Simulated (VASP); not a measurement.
Y, 1 atom in the cell. Symmetry: Im-3m, No. 229, cubic system. Conventional cell: a = 4.040 Å, b = 4.040 Å, c = 4.040 Å, α = 90.00°, β = 90.00°, γ = 90.00°. Within 4.6 Å of Y (site symmetry m-3m) lie 14 Y at 3.50 to 4.04 Å. This isn't the form of Y at room conditions, which is hcp.

```yaml
Program: VASP 6.6.1
Task: relaxation of cell and atoms
Functional: PBE
Potentials_or_basis: VASP PAW PBE potentials, release 64 (Y_sv)
Cutoff: 500 eV
k_mesh: 7 × 7 × 7
Occupations: methfessel-paxton, width 0.1 eV
Spin: no spin polarisation
Dipole_correction: no
Further_INCAR_settings: ALGO = Normal; EDIFF = 1e-07; IBRION = 2; EDIFFG = -0.02; NSW = 80; ISIF = 3
```

Potentials or basis: VASP PAW PBE potentials, release 64 (Y_sv).

The run is started by

```console
$ cat potpaw_PBE.64/Y_sv/POTCAR > POTCAR
$ mpirun -np 1 vasp_std > vasp.out
```

Hardware: 1 thread of Intel(R) Xeon(R) 6975P-C (Granite Rapids), on a shared host.

Task: How long does it take, and how much memory?

Result: Wall time 5.7 s on 1 thread of Intel(R) Xeon(R) 6975P-C (Granite Rapids), with other jobs on the host, peak memory 0.17 GiB. Counts: scf iterations 14, k points 20, ion steps 1.
